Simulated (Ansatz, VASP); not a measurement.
## One calculation of CrO2, two programs

```
Cr O
1.0
     4.42100    0.00000    0.00000
     0.00000    4.42100    0.00000
     0.00000    0.00000    2.91700
Cr O
2 4
Direct
  0.00000 0.00000 0.00000
  0.50000 0.50000 0.50000
  0.30100 0.30100 0.00000
  0.19900 0.80100 0.50000
  0.69900 0.69900 0.00000
  0.80100 0.19900 0.50000
```

Alike in both runs: task relaxation of cell and atoms; functional PBEsol; k mesh 8 × 8 × 12; occupations gaussian, width 0.1 eV; collinear spin.

|  | VASP | Ansatz |
| --- | --- | --- |
| version | VASP 6.6.1 | Ansatz 0.2.0 |
| potentials or method | VASP PAW PBE potentials, release 64 (Cr_pv, O), cutoff 600 eV | scalar-relativistic, plane waves, PAW |
| valence electrons in the cell | 48 | 52 |

VASP gave:

- gap on the k mesh at the Fermi level, each at its own relaxed structure (eV): none
- net moment per atom (μB): 0.67
- size of the moment on the site where the two differ most (μB): 2.06
- relaxed volume (Å³/atom): 9.29
- relaxed cell length with the largest relative difference (Å): 2.889

Question: What did Ansatz give for the same quantities?

Answer: gap on the k mesh at the Fermi level, each at its own relaxed structure (eV): none; net moment per atom (μB): 0.67; size of the moment on the site where the two differ most (μB): 1.70; relaxed volume (Å³/atom): 9.29; relaxed cell length with the largest relative difference (Å): 2.888.

VASP's potentials were made for PBE, not for PBEsol. Site moments also hang on the region over which each program counts them. A gap of «none» marks a metal or a gap that the smearing closes. VASP's potentials hold 48 valence electrons a cell and Ansatz's 52, so a difference there can come from the potentials and not from the codes.
